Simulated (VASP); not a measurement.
## ZnO: single point with PBE

ZnO:

```
Zn O
1.0
     3.23534    0.00000    0.00000
    -1.61767    2.80189    0.00000
     0.00000    0.00000    5.10673
Zn O
2 2
Cartesian
  0.0000 1.8679 -0.0262
  1.6177 0.9340 2.5271
  0.0000 1.8679 1.9413
  1.6177 0.9340 4.4946
```

This cell differs from its parent crystal: uniaxial z strain -2.0%.

```yaml
Program: VASP 6.6.1
Task: single point
Functional: PBE
Potentials_or_basis: VASP PAW PBE potentials, release 64 (Zn, O)
Cutoff: 520 eV
k_mesh: 12 × 12 × 6
Occupations: fermi-dirac, width 0.02 eV
Spin: no spin polarisation
Dipole_correction: no
Further_INCAR_settings: ALGO = Normal; EDIFF = 1e-06; NBANDS = 26
```

| Item | Value |
| --- | --- |
| Pressure | 10.5 GPa |
| Largest force | 0.009 eV/Å |
| Band gap on the k mesh | 0.85 eV |

Forces on the atoms (eV/Å):
```
Zn   0.000  0.000 -0.009
Zn   0.000  0.000 -0.009
O    0.000  0.000  0.009
O    0.000  0.000  0.009
```

Stress tensor (GPa, compression positive):
```
 9.84  0.00  0.00
 0.00  9.84  0.00
 0.00  0.00 11.82
```

Levels at points of the mesh, in eV from the valence-band top:
```tsv
k point	band 16	band 17	band 18	band 19	band 20	band 21
(0.00, 0.00, 0.00)	-0.10	0.00	0.00	0.85	5.24	8.47
(0.50, 0.00, 0.00)	-2.40	-1.28	-0.92	5.89	6.88	7.79
(0.00, 0.00, 0.50)	-0.41	-0.41	-0.41	3.55	3.55	10.30
(0.50, 0.00, 0.50)	-1.61	-1.33	-1.33	5.80	5.80	8.58
```

Wall time 2.3 min on 1 thread of AMD EPYC 7R43 64-Core Processor (Zen 3), with other jobs on the host, peak memory 0.17 GiB.

Caveat: the cell differs from its parent crystal (uniaxial z strain -2.0%); the cell stands under pressure.
